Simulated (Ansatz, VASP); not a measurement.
**V: VASP beside Ansatz**

```xyz
3
Lattice="4.4761 0.0000 0.0000 -2.2381 3.8764 0.0000 0.0000 0.0000 2.4073" Properties=species:S:1:pos:R:3 pbc="T T T"
V    -2.2381    3.8764    0.0000
V     0.0000    2.5843    1.2036
V     2.2381    1.2921    1.2036
```

Alike in both runs: functional revPBE; k mesh 9 × 9 × 12; occupations fermi-dirac, width 0.1 eV; no spin polarisation.

Ansatz relaxed the structure, and its values are those at the end. VASP's run is a single point on that final structure, the one shown.

```csv
,VASP,Ansatz
version,VASP 6.6.1,Ansatz 0.2.0
potentials or method,"VASP PAW PBE potentials, release 64 (V_sv), cutoff 520 eV","plane waves (420 eV) with PAW, scalar-relativistic"
valence electrons in the cell,39,39
```

```tsv
	VASP	Ansatz	Ansatz less VASP
pressure (GPa)	0.3	0.0	-0.29
```

VASP's potentials were made for PBE, not for revPBE.
